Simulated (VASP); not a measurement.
Set up this calculation in VASP 6.6.1, as the native input.

```yaml
Task: single point
Functional: r2SCAN
Potentials_or_basis: VASP PAW PBE potentials, release 64 (Al, N)
Cutoff: 520 eV
k_mesh: 10 × 10 × 10
Occupations: gaussian, width 0.05 eV
Spin: no spin polarisation
Dipole_correction: no
Further_INCAR_settings: ALGO = Normal; EDIFF = 1e-06; NBANDS = 11
```

AlN:

```
CELL_PARAMETERS angstrom
0.00000 2.19036 2.19036
2.18490 0.00546 2.18490
2.18490 2.18490 0.00546
ATOMIC_POSITIONS crystal
Al 0.00000 0.00000 0.00000
N 0.75000 0.75000 0.75000
```

This cell differs from its parent crystal: strain +0.0050 x Voigt [0, 0, 0, 1, 0, 0].

One way to write it, as run:

POSCAR

```
AlN
1.0
    0.0000000000      2.1903628798      2.1903628798
    2.1849006282      0.0054622516      2.1849006282
    2.1849006282      2.1849006282      0.0054622516
Al N
1 1
Direct
    0.0000000000      0.0000000000      0.0000000000
    0.7500000000      0.7500000000      0.7500000000
```

INCAR.step1

```
PREC     = Accurate       # precision mode
ENCUT    = 520            # plane-wave cutoff, eV
ISMEAR   = 0              # smearing method
SIGMA    = 0.05           # smearing width, eV
LREAL    = F              # projectors in reciprocal space
LASPH    = T              # aspherical terms in the spheres
NELM     = 100            # most SCF steps
NBANDS   = 11             # bands
GGA      = PE             # functional
ALGO     = Normal         # electronic algorithm
EDIFF    = 1E-4           # SCF threshold, eV
LWAVE    = T              # write WAVECAR
LCHARG   = F              # write CHGCAR
```

INCAR.step2

```
PREC     = Accurate       # precision mode
ENCUT    = 520            # plane-wave cutoff, eV
EDIFF    = 1E-6           # SCF threshold, eV
ISMEAR   = 0              # smearing method
SIGMA    = 0.05           # smearing width, eV
LREAL    = F              # projectors in reciprocal space
LASPH    = T              # aspherical terms in the spheres
NELM     = 100            # most SCF steps
ALGO     = Normal         # electronic algorithm
ISIF     = 2              # what is computed and relaxed
LWAVE    = F              # write WAVECAR
LCHARG   = F              # write CHGCAR
METAGGA  = R2SCAN         # meta-GGA
LMIXTAU  = T            
NBANDS   = 11             # bands
ISTART   = 1
```

KPOINTS

```
Automatic mesh
0
Gamma
  10 10 10
```

Potentials or basis: VASP PAW PBE potentials, release 64 (Al, N).

Launch:

```console
$ cat potpaw_PBE.64/Al/POTCAR potpaw_PBE.64/N/POTCAR > POTCAR
$ cp INCAR.step1 INCAR
$ mpirun -np 1 vasp_std > vasp.out
$ cp INCAR.step2 INCAR
$ mpirun -np 1 vasp_std > vasp.out
```

It gave:

```json
{
  "Pressure": "-0.4 GPa",
  "Largest force": "0.044 eV/Å",
  "Band gap on the k mesh": "3.92 eV, indirect (least direct gap 4.87 eV)"
}
```

Caveat: the cell differs from its parent crystal (strain +0.0050 x Voigt [0, 0, 0, 1, 0, 0]); the PAW data sets were made with another functional, which shifts forces and pressure a little.

It took 77 s on 1 thread of Intel(R) Xeon(R) Platinum 8259CL CPU @ 2.50GHz (Skylake/Cascade Lake) (shared host), peak memory 0.16 GiB.
